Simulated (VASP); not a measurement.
# AlO2 (Pnma) in VASP: single point with PBE

Aim: the single point of AlO2 with PBE.

Program: VASP 6.6.1. These are calculated values, not measurements. Logs are shortened: lines on timing, memory, paths and dates and some standing lists are left out, and cuts for length are marked.

## (1) The cell of the first run

Symmetry: Pnma, No. 62, orthorhombic system. Conventional cell: a = 9.440 Å, b = 2.840 Å, c = 4.420 Å, α = 90.00°, β = 90.00°, γ = 90.00°. Within 2.4 Å of Al (site symmetry m) lie 6 O at 1.84 to 2.02 Å. O (site symmetry m) has 3 Al at 1.84 to 1.86 Å within 2.4 Å. Within 2.6 Å of O (site symmetry m) lie 3 Al at 1.98 to 2.02 Å and 3 O at 2.49 to 2.53 Å.

## (2) Single point, PBE

INCAR reads:

```
PREC = Accurate
ENCUT = 520
EDIFF = 1E-6
ISMEAR = 0
SIGMA = 0.05
LREAL = Auto
LASPH = True
NELM = 80
ALGO = Normal
ISIF = 2
LWAVE = False
LCHARG = False
GGA = PE
NBANDS = 150
```

KPOINTS reads:

```
Automatic mesh
0
Gamma
  1 2 2
```

POSCAR reads:

```
AlO2
1.0
    9.4400000000      0.0000000000      0.0000000000
    0.0000000000      5.6800000000      0.0000000000
    0.0000000000      0.0000000000      8.8400000000
Al O
16 32
Direct
    0.1460000000      0.1250000000      0.4760000000
    0.1460000000      0.1250000000      0.9760000000
    0.1460000000      0.6250000000      0.4760000000
    0.1460000000      0.6250000000      0.9760000000
    0.8540000000      0.3750000000      0.0240000000
    0.8540000000      0.3750000000      0.5240000000
    0.8540000000      0.8750000000      0.0240000000
    0.8540000000      0.8750000000      0.5240000000
    0.3540000000      0.3750000000      0.2260000000
    0.3540000000      0.3750000000      0.7260000000
    0.3540000000      0.8750000000      0.2260000000
    0.3540000000      0.8750000000      0.7260000000
    0.6460000000      0.1250000000      0.2740000000
    0.6460000000      0.1250000000      0.7740000000
    0.6460000000      0.6250000000      0.2740000000
    0.6460000000      0.6250000000      0.7740000000
    0.8010000000      0.1250000000      0.1435000000
    0.8010000000      0.1250000000      0.6435000000
    0.8010000000      0.6250000000      0.1435000000
    0.8010000000      0.6250000000      0.6435000000
    0.1990000000      0.3750000000      0.3565000000
    0.1990000000      0.3750000000      0.8565000000
    0.1990000000      0.8750000000      0.3565000000
    0.1990000000      0.8750000000      0.8565000000
    0.6990000000      0.3750000000      0.3935000000
    0.6990000000      0.3750000000      0.8935000000
    0.6990000000      0.8750000000      0.3935000000
    0.6990000000      0.8750000000      0.8935000000
    0.3010000000      0.1250000000      0.1065000000
    0.3010000000      0.1250000000      0.6065000000
    0.3010000000      0.6250000000      0.1065000000
    0.3010000000      0.6250000000      0.6065000000
    0.9440000000      0.1250000000      0.4010000000
    0.9440000000      0.1250000000      0.9010000000
    0.9440000000      0.6250000000      0.4010000000
    0.9440000000      0.6250000000      0.9010000000
    0.0560000000      0.3750000000      0.0990000000
    0.0560000000      0.3750000000      0.5990000000
    0.0560000000      0.8750000000      0.0990000000
    0.0560000000      0.8750000000      0.5990000000
    0.5560000000      0.3750000000      0.1510000000
    0.5560000000      0.3750000000      0.6510000000
    0.5560000000      0.8750000000      0.1510000000
    0.5560000000      0.8750000000      0.6510000000
    0.4440000000      0.1250000000      0.3490000000
    0.4440000000      0.1250000000      0.8490000000
    0.4440000000      0.6250000000      0.3490000000
    0.4440000000      0.6250000000      0.8490000000
```

Potentials or basis: VASP PAW PBE potentials, release 64 (Al, O).

Run with:

```sh
> cat potpaw_PBE.64/Al/POTCAR potpaw_PBE.64/O/POTCAR > POTCAR
> mpirun -np 1 vasp_std > vasp.out
```

OUTCAR:

```text
PREC = Accurate
   ENCUT = 520
   EDIFF = 1E-6
   ISMEAR = 0
   LREAL = Auto
   LASPH = True
   NELM = 80
   ISIF = 2
   GGA = PE

 ion  position               nearest neighbor table
   1  0.146  0.125  0.476-  21 1.84  23 1.84  30 1.86  38 1.98  40 1.98  33 2.02   3 2.84   3 2.84
                             8 3.13   6 3.13  12 3.28   9 3.28  10 3.28  11 3.28
   2  0.146  0.125  0.976-  22 1.84  24 1.84  29 1.86  37 1.98  39 1.98  34 2.02   4 2.84   4 2.84
                             7 3.13   5 3.13  12 3.28   9 3.28  10 3.28  11 3.28
   3  0.146  0.625  0.476-  21 1.84  23 1.84  32 1.86  38 1.98  40 1.98  35 2.02   1 2.84   1 2.84
                             8 3.13   6 3.13  12 3.28   9 3.28  10 3.28  11 3.28
   4  0.146  0.625  0.976-  22 1.84  24 1.84  31 1.86  37 1.98  39 1.98  36 2.02   2 2.84   2 2.84
                             7 3.13   5 3.13  12 3.28   9 3.28  10 3.28  11 3.28
   5  0.854  0.375  0.024-  17 1.84  19 1.84  26 1.86  34 1.98  36 1.98  37 2.02   7 2.84   7 2.84
                             2 3.13   4 3.13  16 3.28  13 3.28  14 3.28  15 3.28
   6  0.854  0.375  0.524-  18 1.84  20 1.84  25 1.86  33 1.98  35 1.98  38 2.02   8 2.84   8 2.84
                             1 3.13   3 3.13  16 3.28  13 3.28  14 3.28  15 3.28
   7  0.854  0.875  0.024-  17 1.84  19 1.84  28 1.86  34 1.98  36 1.98  39 2.02   5 2.84   5 2.84
                             2 3.13   4 3.13  16 3.28  13 3.28  14 3.28  15 3.28
   8  0.854  0.875  0.524-  18 1.84  20 1.84  27 1.86  33 1.98  35 1.98  40 2.02   6 2.84   6 2.84
                             1 3.13   3 3.13  16 3.28  13 3.28  14 3.28  15 3.28
   9  0.354  0.375  0.226-  29 1.84  31 1.84  21 1.86  45 1.98  47 1.98  41 2.02  11 2.84  11 2.84
[... 55 lines left out ...]
 A1 = (   0.0000000000,   5.6800000000,   0.0000000000)
 A2 = (   0.0000000000,   0.0000000000,   8.8400000000)
 A3 = (   9.4400000000,   0.0000000000,   0.0000000000)

Analysis of symmetry for initial positions (statically):
=====================================================================
 Subroutine PRICEL returns following result:

  LATTYP: Found a simple orthorhombic cell.
 ALAT       =     2.8400000000
 B/A-ratio  =     1.5563380282
 C/A-ratio  =     3.3239436620

  Lattice vectors:

 A1 = (   0.0000000000,   2.8400000000,   0.0000000000)
 A2 = (   0.0000000000,   0.0000000000,   4.4200000000)
 A3 = (   9.4400000000,   0.0000000000,   0.0000000000)

   4 primitive cells build up your supercell.

 Routine SETGRP: Setting up the symmetry group for a
 simple orthorhombic supercell.

 Subroutine GETGRP returns: Found  8 space group operations
 (whereof  2 operations were pure point group operations)
 out of a pool of  8 trial point group operations.

The static configuration has the point symmetry S_2 .
 The point group associated with its full space group is D_2h.

Analysis of symmetry for dynamics (positions and initial velocities):
=====================================================================
 Subroutine PRICEL returns following result:

  LATTYP: Found a simple orthorhombic cell.
 ALAT       =     2.8400000000
 B/A-ratio  =     1.5563380282
 C/A-ratio  =     3.3239436620

  Lattice vectors:

 A1 = (   0.0000000000,   2.8400000000,   0.0000000000)
 A2 = (   0.0000000000,   0.0000000000,   4.4200000000)
 A3 = (   9.4400000000,   0.0000000000,   0.0000000000)

   4 primitive cells build up your supercell.

 Routine SETGRP: Setting up the symmetry group for a
 simple orthorhombic supercell.

 Subroutine GETGRP returns: Found  8 space group operations
 (whereof  2 operations were pure point group operations)
 out of a pool of  8 trial point group operations.

The dynamic configuration has the point symmetry S_2 .
 The point group associated with its full space group is D_2h.

 Subroutine INISYM returns: Found  8 space group operations
 (whereof  2 operations are pure point group operations),
 and found     4 'primitive' translations

----------------------------------------------------------------------------------------

                                     Primitive cell

  volume of cell :     118.4984

  direct lattice vectors                    reciprocal lattice vectors
[... 27 lines left out ...]
                 5          18
                 6          21
                 7          25
                 8          30
                 9          33
                10          38
                11          42
                12          45

----------------------------------------------------------------------------------------

 KPOINTS: Automatic mesh

Automatic generation of k-mesh.
 Grid dimensions read from file:
 generate k-points for:    1    2    2

 Generating k-lattice:

  Cartesian coordinates                     Fractional coordinates (reciprocal lattice)
     0.105932203  0.000000000  0.000000000     1.000000000  0.000000000  0.000000000
     0.000000000  0.088028169  0.000000000     0.000000000  0.500000000  0.000000000
     0.000000000  0.000000000  0.056561086     0.000000000  0.000000000  0.500000000

  Length of vectors
     0.105932203  0.088028169  0.056561086

  Shift w.r.t. Gamma in fractional coordinates (k-lattice)
     0.000000000  0.000000000  0.000000000

 Subroutine IBZKPT returns following result:
 ===========================================

 Found      4 irreducible k-points:

 Following reciprocal coordinates:
            Coordinates               Weight
  0.000000  0.000000  0.000000      1.000000
  0.000000  0.500000  0.000000      1.000000
  0.000000  0.000000  0.500000      1.000000
  0.000000  0.500000  0.500000      1.000000
   k-points           NKPTS =      4   k-points in BZ     NKDIM =      4   number of bands    NBANDS=    150
   number of dos      NEDOS =    301   number of ions     NIONS =     48
   total plane-waves  NPLWV = 205800
   dimension x,y,z NGX =    70 NGY =   42 NGZ =   70
   dimension x,y,z NGXF=   140 NGYF=   84 NGZF=  140
   ions per type =              16  32
   NGX,Y,Z   is equivalent  to a cutoff of  12.33, 12.29, 13.16 a.u.
   NGXF,Y,Z  is equivalent  to a cutoff of  24.66, 24.59, 26.33 a.u.
 SYSTEM =  unknown system
   PREC   = accura    normal or accurate (medium, high low for compatibility)
   ISTART =      0    job   : 0-new  1-cont  2-samecut
   ICHARG =      2    charge: 1-file 2-atom 10-const
   ISPIN  =      1    spin polarized calculation?
   LNONCOLLINEAR =      F non collinear calculations
   LSORBIT =      F    spin-orbit coupling
   LASPH  =      T    aspherical Exc in radial PAW
   ENCUT  =  520.0 eV  38.22 Ry    6.18 a.u.  17.55 10.56 16.44*2*pi/ulx,y,z
   NELM   =     80;   NELMIN=  2; NELMDL= -5     # of ELM steps
   EDIFF  = 0.1E-05   stopping-criterion for ELM
   LREAL  =      T    real-space projection
   EDIFFG = 0.1E-04   stopping-criterion for IOM
   NSW    =      0    number of steps for IOM
   IBRION =     -1    ionic relax: 0-MD 1-quasi-New 2-CG
   NFREE  =      0    steps in history (QN), initial steepest desc. (CG)
   ISIF   =      2    stress and relaxation
   ISYM   =      2    0-nonsym 1-usesym 2-fastsym
   POTIM  = 0.5000    time-step for ionic-motion
   TEBEG  =    0.0;   TEEND  =   0.0 temperature during run
   PSTRESS=    0.0 pullay stress
   NELECT =     240.0000    total number of electrons
   NUPDOWN=      -1.0000    fix difference up-down
   EMIN   =  10.00;   EMAX   =-10.00  energy-range for DOS
   EFERMI =   0.00;   METHOD = LEGACY
   ISMEAR =     0;   SIGMA  =   0.05  broadening in eV -4-tet -1-fermi 0-gaus
   EFERMI_NEDOS =   21; number of points for ismear=-14 and -15
   IALGO  =     38    algorithm
   IMIX   =      4    mixing-type and parameters
     AMIX     =   0.40;   BMIX     =  1.00
     AMIX_MAG =   1.60;   BMIX_MAG =  1.00
  volume/ion in A,a.u.               =       9.87        66.64
  Fermi-wavevector in a.u.,A,eV,Ry     =   1.304831  2.465774 23.165073  1.702585
  Thomas-Fermi vector in A             =   2.435741
   LORBIT       =      0    0 simple, 1 ext, 2 COOP (PROOUT), +10 PAW based schemes
   GGA     = PE    functional components
   LHFCALC =     F    Hartree Fock is set to
   AEXX    =    0.0000 exact exchange contribution
   IVDW    =     0    specifies the selected vdW correction
   LEPSILON=     F    determine dielectric tensor
   LRPA    =     F    only Hartree local field effects (RPA)
 non-spin polarized calculation
 Gauss-broadening in eV      SIGMA  =   0.05
  energy-cutoff  :      520.00
  volume of cell :      473.99
 maximum number of plane-waves:     12804
 NGX is ok and might be reduce to    70
   NGX = 35   NGY = 21   NGZ = 33

 number of electron     240.0000068 magnetization

 Free energy of the ion-electron system (eV)
  ---------------------------------------------------
  ext. energy  EPLUGINS =         0.00000000
  ---------------------------------------------------
  free energy    TOTEN  =      -317.58017665 eV

  energy without entropy =     -317.50944162  energy(sigma->0) =     -317.54480914

 E-fermi :   3.2911     XC(G=0): -10.7435

 val. band max:        3.2848986333   @ k =   0.0000   0.0000   0.0000
 cond. band min:       3.2932985201   @ k =   0.0000   0.0000   0.0000
 fundamental gap:      0.0083998869
 Fermi energy:         3.2911438806

 k-point     1 :       0.0000    0.0000    0.0000
  band No.  band energies     occupation
      1     -15.4021      2.00000
      2     -14.7483      2.00000
      3     -14.7483      2.00000
      4     -14.7423      2.00000
      5     -14.5081      2.00000
      6     -14.0614      2.00000
[... 529 lines left out ...]
    131      12.6570      0.00000
    132      12.6570      0.00000
 [bands above 132 left out]

------------------------ aborting loop because EDIFF is reached ----------------------------------------

  FORCE on cell =-STRESS in cart. coord.  units (eV):
  Direction    XX          YY          ZZ          XY          YZ          ZX
  --------------------------------------------------------------------------------------
  -------------------------------------------------------------------------------------
  Total       -6.5712012     13.8325504    -22.9982397      0.0000000      0.0000000      0.0000000
  in kB      -22.2117486     46.7563121    -77.7378606      0.0000000      0.0000000      0.0000000
  external PRESSURE =     -17.7310990 kB  Pullay stress =       0.0000000 kB

 VOLUME and BASIS-vectors are now :
 -----------------------------------------------------------------------------
  energy-cutoff  :      520.00
  volume of cell :      473.99
      direct lattice vectors                 reciprocal lattice vectors
     9.440000000  0.000000000  0.000000000     0.105932203  0.000000000  0.000000000
     0.000000000  5.680000000  0.000000000     0.000000000  0.176056338  0.000000000
     0.000000000  0.000000000  8.840000000     0.000000000  0.000000000  0.113122172

 POSITION                                       TOTAL-FORCE (eV/Angst)
 -----------------------------------------------------------------------------------
      1.37824      0.71000      4.20784        -0.787845      0.000000      0.449209
      1.37824      0.71000      8.62784        -0.787845     -0.000000      0.449209
      1.37824      3.55000      4.20784        -0.787845      0.000000      0.449209
      1.37824      3.55000      8.62784        -0.787845     -0.000000      0.449209
      8.06176      2.13000      0.21216         0.787845      0.000000     -0.449209
      8.06176      2.13000      4.63216         0.787845      0.000000     -0.449209
[... 40 lines left out ...]
      4.19136      3.55000      3.08516         0.341386      0.000000     -1.182700
      4.19136      3.55000      7.50516         0.341386      0.000000     -1.182700
 -----------------------------------------------------------------------------------
    total drift:                                0.000000      0.000000     -0.000000

  FREE ENERGIE OF THE ION-ELECTRON SYSTEM (eV)
  ---------------------------------------------------
  free  energy   TOTEN  =      -317.5801766473 eV

  energy  without entropy=     -317.5094416242  energy(sigma->0) =     -317.54480914
```

Wall time 25 min (1 thread of AMD EPYC 7R13, shared host); peak memory 0.51 GiB.

What came out:

* Free energy: -317.5802 eV
* Pressure: -1.8 GPa
* Largest force: 1.231 eV/Å
* Band gap on the k mesh: zero (band 120 reaches 3.29 eV, above the bottom of band 121 at 3.28 eV)

Forces in eV/Å, atoms in the order of the input:
```
Al  -0.788  0.000  0.449
Al  -0.788  0.000  0.449
Al  -0.788  0.000  0.449
Al  -0.788  0.000  0.449
Al   0.788  0.000 -0.449
Al   0.788  0.000 -0.449
Al   0.788  0.000 -0.449
Al   0.788  0.000 -0.449
Al   0.788  0.000  0.449
Al   0.788  0.000  0.449
Al   0.788  0.000  0.449
Al   0.788  0.000  0.449
Al  -0.788  0.000 -0.449
Al  -0.788  0.000 -0.449
Al  -0.788  0.000 -0.449
Al  -0.788  0.000 -0.449
O   -0.446  0.000  0.562
O   -0.446  0.000  0.562
O   -0.446  0.000  0.562
O   -0.446  0.000  0.562
O    0.446  0.000 -0.562
O    0.446  0.000 -0.562
O    0.446  0.000 -0.562
O    0.446  0.000 -0.562
O    0.446  0.000  0.562
O    0.446  0.000  0.562
O    0.446  0.000  0.562
O    0.446  0.000  0.562
O   -0.446  0.000 -0.562
O   -0.446  0.000 -0.562
O   -0.446  0.000 -0.562
O   -0.446  0.000 -0.562
O    0.341  0.000  1.183
O    0.341  0.000  1.183
O    0.341  0.000  1.183
O    0.341  0.000  1.183
O   -0.341  0.000 -1.183
O   -0.341  0.000 -1.183
O   -0.341  0.000 -1.183
O   -0.341  0.000 -1.183
O   -0.341  0.000  1.183
O   -0.341  0.000  1.183
O   -0.341  0.000  1.183
O   -0.341  0.000  1.183
O    0.341  0.000 -1.183
O    0.341  0.000 -1.183
O    0.341  0.000 -1.183
O    0.341  0.000 -1.183
```

Levels at points of the mesh, in eV from the Fermi level:
```
           k point  band 118  band 119  band 120  band 121  band 122  band 123
(0.00, 0.00, 0.00)     -0.03     -0.03     -0.01     -0.01      0.00      0.00
(0.00, 0.50, 0.00)     -0.27      0.00      0.00      0.17      0.17      0.17
(0.00, 0.00, 0.50)     -0.07     -0.06     -0.06      0.07      0.07      0.07
(0.00, 0.50, 0.50)     -0.18     -0.18     -0.18      0.27      0.27      0.27
```

Caveat: the k points lie up to 0.67 Å⁻¹ apart; forces of over 1 eV/Å act on the atoms, so gaps and moduli don't describe the material at rest.
